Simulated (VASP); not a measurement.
Set up this calculation in VASP 6.6.1, as the native input.

- Task: electric field gradients
- Functional: PBEsol
- Potentials or basis: VASP PAW PBE potentials, release 64 (Si, C)
- Cutoff: 520 eV
- k mesh: 15 × 15 × 8
- Occupations: fermi-dirac, width 0.08 eV
- Spin: no spin polarisation
- Dipole correction: no
- Further INCAR settings: ALGO = Normal; EDIFF = 1e-08; NBANDS = 16

The structure of SiC lies in POSCAR:

```
SiC
1.0
    3.0553533011      0.0000000000      0.0000000000
   -1.5276766505      2.6460135763      0.0000000000
    0.0000000000      0.0000000000      5.0141197845
Si C
2 2
Direct
    0.3333333333      0.6666666667      0.0000000000
    0.6666666667      0.3333333333      0.5000000000
    0.3333333333      0.6666666667      0.3850000000
    0.6666666667      0.3333333333      0.8850000000
```

This cell differs from its parent crystal: volume scaled by 0.98.

These files were run (other wordings do the same):

INCAR

```
SYSTEM = SiC
PREC     = Accurate       ! precision mode
ENCUT    = 520            ! plane-wave cutoff, eV
EDIFF    = 1E-8           ! SCF threshold, eV
ISMEAR   = -1             ! smearing method
SIGMA    = 0.08           ! smearing width, eV
LREAL    = .FALSE.        ! projectors in reciprocal space
LASPH    = .TRUE.         ! aspherical terms in the spheres
NELM     = 80             ! most SCF steps
ALGO     = Normal         ! electronic algorithm
ISIF     = 2              ! what is computed and relaxed
LWAVE    = .FALSE.        ! write WAVECAR
LCHARG   = .FALSE.        ! write CHGCAR
GGA      = PS             ! functional
LEFG     = .TRUE.       
NBANDS   = 16             ! bands
```

KPOINTS

```
regular mesh
0
G
  15 15 8
  0 0 0
```

Potentials or basis: VASP PAW PBE potentials, release 64 (Si, C).

Run with:

```bash
$ cat potpaw_PBE.64/Si/POTCAR potpaw_PBE.64/C/POTCAR > POTCAR
$ mpirun -np 1 vasp_std > vasp.out
```

It gave:

```json
{"Pressure": "5.3 GPa", "Largest force": "0.784 eV/Å", "Band gap on the k mesh": "2.12 eV, indirect (least direct gap 4.01 eV)"}
```

Caveat: without QUAD_EFG the Cq values of the log hold for a quadrupole moment of 1 mb, not for the nuclei; the PAW data sets were made with another functional, which shifts forces and pressure a little.

Run time: 55 s on 1 thread of Intel Xeon 6975P-C, with other jobs on the host, peak memory 0.21 GiB.
